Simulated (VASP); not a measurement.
Input of a VASP 6.6.1 run:

File INCAR:

```
PREC = Accurate
ENCUT = 520
EDIFF = 1E-7
ISMEAR = -1
SIGMA = 0.05
LREAL = F
LASPH = T
NELM = 150
ALGO = Normal
ISIF = 2
LWAVE = F
LCHARG = F
ISPIN = 2
MAGMOM = 0 0 4
LORBIT = 11
LMAXMIX = 4
GGA = PS
NBANDS = 28
```

KPOINTS

```
regular mesh
0
Gamma
  11 11 4
```

File POSCAR:

```
MnPt2
1.0
    2.8773348343      0.0000000000      0.0000000000
   -1.4386674171      2.4918450617      0.0000000000
    0.0000000000      0.0000000000      6.5757668767
Pt Mn
2 1
Direct
    0.6666666667      0.3333333333      0.3162060000
    0.3333333333      0.6666666667      0.6837940000
    0.0000000000      0.0000000000      0.0000000000
```

Potentials or basis: VASP PAW PBE potentials, release 64 (Pt, Mn_pv).

Command:

```sh
$ cat potpaw_PBE.64/Pt/POTCAR potpaw_PBE.64/Mn_pv/POTCAR > POTCAR
$ mpirun -np 1 vasp_std > vasp.out
```

**Question.** Estimate the net moment.

**Answer.** 4.59 μB per cell.

**Question.** What does it give for the pressure?

**Answer.** -12.3 GPa.

**Question.** What does it give for the site moments?

**Answer.** Pt +0.30; Mn +3.79 μB.

Stress tensor (GPa, compression positive):
```
-13.10   0.00   0.00
  0.00 -13.10   0.00
  0.00   0.00 -10.75
```

Caveat: the cell stands under tension; the PAW data sets were made with another functional, which shifts forces and pressure a little.
